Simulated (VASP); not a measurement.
# Ge (I4_1/amd) in VASP: notebook, part 2 of 2

VASP 6.6.1.

## Step 5: Single point, r2SCAN

POSCAR

```
Ge
1.0
   -2.5744897200      2.5744897200      1.3974126400
    2.5744897200     -2.5744897200      1.3974126400
    2.5744897200      2.5744897200     -1.3974126400
Ge
2
Direct
    0.2500000000      0.7500000000      0.5000000000
    0.5000000000      0.5000000000      0.0000000000
```

INCAR.step1

```
ALGO     = Normal         # electronic algorithm
EDIFF    = 1E-4           # SCF threshold, eV
ENCUT    = 520            # plane-wave cutoff, eV
GGA      = PE             # functional
ISMEAR   = -1             # smearing method
LASPH    = T              # aspherical terms in the spheres
LCHARG   = F              # write CHGCAR
LREAL    = F              # projectors in reciprocal space
LWAVE    = T              # write WAVECAR
NBANDS   = 21             # bands
NELM     = 100            # most SCF steps
PREC     = Accurate       # precision mode
SIGMA    = 0.1            # smearing width, eV
```

INCAR.step2

```
ALGO     = Normal         # electronic algorithm
EDIFF    = 1E-6           # SCF threshold, eV
ENCUT    = 520            # plane-wave cutoff, eV
ISIF     = 2              # what is computed and relaxed
ISMEAR   = -1             # smearing method
ISTART   = 1            
LASPH    = T              # aspherical terms in the spheres
LCHARG   = T              # write CHGCAR
LELF     = T              # ELF
LMIXTAU  = T            
LREAL    = F              # projectors in reciprocal space
LVHAR    = T            
LWAVE    = F              # write WAVECAR
METAGGA  = R2SCAN         # meta-GGA
NBANDS   = 21             # bands
NELM     = 100            # most SCF steps
PREC     = Accurate       # precision mode
SIGMA    = 0.1            # smearing width, eV
```

KPOINTS

```
Automatic mesh
0
Gamma
  12 12 12
  0.5 0.5 0.5
```

Potentials or basis: VASP PAW PBE potentials, release 64 (Ge_d).

Run with:

```bash
$ cat potpaw_PBE.64/Ge_d/POTCAR > POTCAR
$ cp INCAR.step1 INCAR
$ mpirun -np 1 vasp_std > vasp.out
$ cp INCAR.step2 INCAR
$ mpirun -np 1 vasp_std > vasp.out
```

OUTCAR:

```text
EDIFF = 1E-6
   ENCUT = 520
   ISIF = 2
   ISMEAR = -1
   ISTART = 1
   LASPH = T
   LREAL = F
   METAGGA = R2SCAN
   NELM = 100
   PREC = Accurate

 ion  position               nearest neighbor table
   1  0.250  0.750  0.500-   2 2.67   2 2.67   2 2.67   2 2.67
   2  0.500  0.500  0.000-   1 2.67   1 2.67   1 2.67   1 2.67

  LATTYP: Found a body centered tetragonal cell.
 ALAT       =     5.1489794400
 C/A-ratio  =     0.5427920839

  Lattice vectors:

 A1 = (  -2.5744897200,   2.5744897200,   1.3974126400)
 A2 = (   2.5744897200,  -2.5744897200,   1.3974126400)
 A3 = (   2.5744897200,   2.5744897200,  -1.3974126400)

Analysis of symmetry for initial positions (statically):
=====================================================================
 Subroutine PRICEL returns:
 Original cell was already a primitive cell.

 Routine SETGRP: Setting up the symmetry group for a
 body centered tetragonal supercell.

 Subroutine GETGRP returns: Found 16 space group operations
 (whereof  8 operations were pure point group operations)
 out of a pool of 16 trial point group operations.

The static configuration has the point symmetry D_2d.
 The point group associated with its full space group is D_4h.

Analysis of symmetry for dynamics (positions and initial velocities):
=====================================================================
 Subroutine PRICEL returns:
 Original cell was already a primitive cell.

 Routine SETGRP: Setting up the symmetry group for a
 body centered tetragonal supercell.

 Subroutine GETGRP returns: Found 16 space group operations
 (whereof  8 operations were pure point group operations)
 out of a pool of 16 trial point group operations.

The dynamic configuration has the point symmetry D_2d.
 The point group associated with its full space group is D_4h.

 Subroutine INISYM returns: Found 16 space group operations
 (whereof  8 operations are pure point group operations),
 and found     1 'primitive' translations

----------------------------------------------------------------------------------------

                                     Primitive cell

  volume of cell :      37.0482

  direct lattice vectors                    reciprocal lattice vectors
    -2.574489720  2.574489720  1.397412640     0.000000000  0.194213244  0.357804120
     2.574489720 -2.574489720  1.397412640     0.194213244  0.000000000  0.357804120
     2.574489720  2.574489720 -1.397412640     0.194213244  0.194213244  0.000000000

  length of vectors
     3.899840602  3.899840602  3.899840602     0.407114938  0.407114938  0.274659004

  position of ions in fractional coordinates (direct lattice)
     0.250000000  0.750000000  0.500000000
     0.500000000  0.500000000  0.000000000

  ion indices of the primitive-cell ions
   primitive index   ion index
                 1           1
                 2           2

----------------------------------------------------------------------------------------

 KPOINTS: Automatic mesh

Automatic generation of k-mesh.
 Grid dimensions read from file:
 generate k-points for:   12   12   12

 Generating k-lattice:

  Cartesian coordinates                     Fractional coordinates (reciprocal lattice)
     0.000000000  0.016184437  0.029817010     0.083333333  0.000000000  0.000000000
     0.016184437  0.000000000  0.029817010     0.000000000  0.083333333  0.000000000
     0.016184437  0.016184437  0.000000000     0.000000000  0.000000000  0.083333333

  Length of vectors
     0.033926245  0.033926245  0.022888250

  Shift w.r.t. Gamma in fractional coordinates (k-lattice)
     0.500000000  0.500000000  0.500000000

 Subroutine IBZKPT returns following result:
 ===========================================

 Found    159 irreducible k-points:

 Following reciprocal coordinates:
            Coordinates               Weight
  0.041667  0.041667  0.041667      8.000000
  0.125000  0.041667  0.041667     16.000000
  0.208333  0.041667  0.041667     16.000000
  0.291667  0.041667  0.041667     16.000000
  0.375000  0.041667  0.041667     16.000000
  0.458333  0.041667  0.041667      8.000000
[... 16 lines left out ...]
 -0.458333  0.208333  0.041667     16.000000
 -0.375000  0.208333  0.041667     16.000000
 [... further k-points ...]
   k-points           NKPTS =    159   k-points in BZ     NKDIM =    159   number of bands    NBANDS=     21
   number of dos      NEDOS =    301   number of ions     NIONS =      2
   total plane-waves  NPLWV =  27000
   dimension x,y,z NGX =    30 NGY =   30 NGZ =   30
   dimension x,y,z NGXF=    60 NGYF=   60 NGZF=   60
   ions per type =               2
   NGX,Y,Z   is equivalent  to a cutoff of  12.79, 12.79, 12.79 a.u.
   NGXF,Y,Z  is equivalent  to a cutoff of  25.58, 25.58, 25.58 a.u.
 SYSTEM =  unknown system
   PREC   = accura    normal or accurate (medium, high low for compatibility)
   ISTART =      1    job   : 0-new  1-cont  2-samecut
   ICHARG =      0    charge: 1-file 2-atom 10-const
   ISPIN  =      1    spin polarized calculation?
   LNONCOLLINEAR =      F non collinear calculations
   LSORBIT =      F    spin-orbit coupling
   LASPH  =      T    aspherical Exc in radial PAW
   ENCUT  =  520.0 eV  38.22 Ry    6.18 a.u.   7.25  7.25  7.25*2*pi/ulx,y,z
   NELM   =    100;   NELMIN=  2; NELMDL=  0     # of ELM steps
   EDIFF  = 0.1E-05   stopping-criterion for ELM
   LREAL  =      F    real-space projection
   EDIFFG = 0.1E-04   stopping-criterion for IOM
   NSW    =      0    number of steps for IOM
   IBRION =     -1    ionic relax: 0-MD 1-quasi-New 2-CG
   NFREE  =      0    steps in history (QN), initial steepest desc. (CG)
   ISIF   =      2    stress and relaxation
   ISYM   =      2    0-nonsym 1-usesym 2-fastsym
   POTIM  = 0.5000    time-step for ionic-motion
   TEBEG  =    0.0;   TEEND  =   0.0 temperature during run
   PSTRESS=    0.0 pullay stress
   NELECT =      28.0000    total number of electrons
   NUPDOWN=      -1.0000    fix difference up-down
   EMIN   =  10.00;   EMAX   =-10.00  energy-range for DOS
   EFERMI =   0.00;   METHOD = LEGACY
   ISMEAR =    -1;   SIGMA  =   0.10  broadening in eV -4-tet -1-fermi 0-gaus
   EFERMI_NEDOS =   21; number of points for ismear=-14 and -15
   IALGO  =     38    algorithm
   IMIX   =      4    mixing-type and parameters
     AMIX     =   0.40;   BMIX     =  1.00
     AMIX_MAG =   1.60;   BMIX_MAG =  1.00
  volume/ion in A,a.u.               =      18.52       125.01
  Fermi-wavevector in a.u.,A,eV,Ry     =   1.491209  2.817976 30.255333  2.223704
  Thomas-Fermi vector in A             =   2.603893
   LORBIT       =      0    0 simple, 1 ext, 2 COOP (PROOUT), +10 PAW based schemes
   METAGGA = R2SCAN    functional components
   LHFCALC =     F    Hartree Fock is set to
   AEXX    =    0.0000 exact exchange contribution
   IVDW    =     0    specifies the selected vdW correction
   LEPSILON=     F    determine dielectric tensor
   LRPA    =     F    only Hartree local field effects (RPA)
 non-spin polarized calculation
  energy-cutoff  :      520.00
  volume of cell :       37.05
 maximum number of plane-waves:      1021
 NGX is ok and might be reduce to    30
   NGX = 15   NGY = 15   NGZ = 15

 number of electron      28.0000028 magnetization

 Free energy of the ion-electron system (eV)
  ---------------------------------------------------
  ext. energy  EPLUGINS =         0.00000000
  ---------------------------------------------------
  free energy    TOTEN  =       -27.03739247 eV

  energy without entropy =      -27.01327778  energy(sigma->0) =      -27.02533512

 E-fermi :   6.7092     XC(G=0): -12.3786

 val. band max:        6.7082823207   @ k =   0.1250   0.1250   0.0417
 cond. band min:       6.7129209929   @ k =  -0.2083   0.2917   0.2083
 fundamental gap:      0.0046386722
 Fermi energy:         6.7091976731

 k-point     1 :       0.0417    0.0417    0.0417
  band No.  band energies     occupation
      1     -18.8042      2.00000
      2     -18.7535      2.00000
      3     -18.7208      2.00000
      4     -18.7194      2.00000
      5     -18.6227      2.00000
      6     -18.6199      2.00000
[... 13 lines left out ...]
     20      18.8353      0.00000
     21      19.6615      0.00000
[... 529 lines left out ...]
 k-point    24 :      -0.3750    0.2083    0.0417
  band No.  band energies     occupation
      1     -18.7652      2.00000
      2     -18.7361      2.00000
      3     -18.7148      2.00000
      4     -18.6810      2.00000
      5     -18.6512      2.00000
      6     -18.6157      2.00000
[... 13 lines left out ...]
     20      18.8243      0.00000
     21      19.5126      0.00000

 [... further k-points ...]

------------------------ aborting loop because EDIFF is reached ----------------------------------------

  FORCE on cell =-STRESS in cart. coord.  units (eV):
  Direction    XX          YY          ZZ          XY          YZ          ZX
  --------------------------------------------------------------------------------------
  -------------------------------------------------------------------------------------
  Total       -0.0179061     -0.0179061      0.2845527      0.0000000      0.0000000      0.0000000
  in kB       -0.7743624     -0.7743624     12.3057018      0.0000000      0.0000000      0.0000000
  external PRESSURE =       3.5856590 kB  Pullay stress =       0.0000000 kB

 VOLUME and BASIS-vectors are now :
 -----------------------------------------------------------------------------
  energy-cutoff  :      520.00
  volume of cell :       37.05
      direct lattice vectors                 reciprocal lattice vectors
    -2.574489720  2.574489720  1.397412640     0.000000000  0.194213244  0.357804120
     2.574489720 -2.574489720  1.397412640     0.194213244  0.000000000  0.357804120
     2.574489720  2.574489720 -1.397412640     0.194213244  0.194213244  0.000000000

 POSITION                                       TOTAL-FORCE (eV/Angst)
 -----------------------------------------------------------------------------------
      2.57449      0.00000      0.69871         0.000000      0.000000     -0.000000
      0.00000      0.00000      1.39741        -0.000000     -0.000000      0.000000
 -----------------------------------------------------------------------------------
    total drift:                                0.000000     -0.000000      0.000000

  FREE ENERGIE OF THE ION-ELECTRON SYSTEM (eV)
  ---------------------------------------------------
  free  energy   TOTEN  =       -27.0373924677 eV

  energy  without entropy=      -27.0132777816  energy(sigma->0) =      -27.02533512
```

It took 6.7 min on 1 thread of Intel Xeon 8259CL, shared host; peak memory 0.21 GiB.

Results:

```yaml
Free_energy: -27.0374 eV
Pressure: 0.4 GPa
Band_gap_on_the_k_mesh: zero (bands 14 and 15 overlap by 5.06 eV)
```

Stress tensor (GPa, compression positive):
```
-0.08  0.00  0.00
 0.00 -0.08  0.00
 0.00  0.00  1.23
```

Caveat: the PAW data sets were made with another functional, which shifts forces and pressure a little.

## Step 6: The runs side by side

| smearing | gap on the mesh (eV) | pressure (GPa) |
| --- | --- | --- |
| fermi-dirac 0.5 eV | none | 2.0 |
| fermi-dirac 0.3 eV | none | 0.9 |
| fermi-dirac 0.2 eV | none | 0.5 |
| fermi-dirac 0.1 eV | none | 0.4 |

Alike in all rows: task single point; level r2SCAN; potentials or basis VASP PAW PBE potentials, release 64 (Ge_d); no spin polarisation; cell as given; k mesh 12 × 12 × 12, shifted; cutoff (eV) 520.

Caveats: the PAW data sets were made with another functional, which shifts forces and pressure a little; so wide a smearing shifts energies and pressures (at least some runs).

Absolute energies hang on the potentials; compare differences alone.
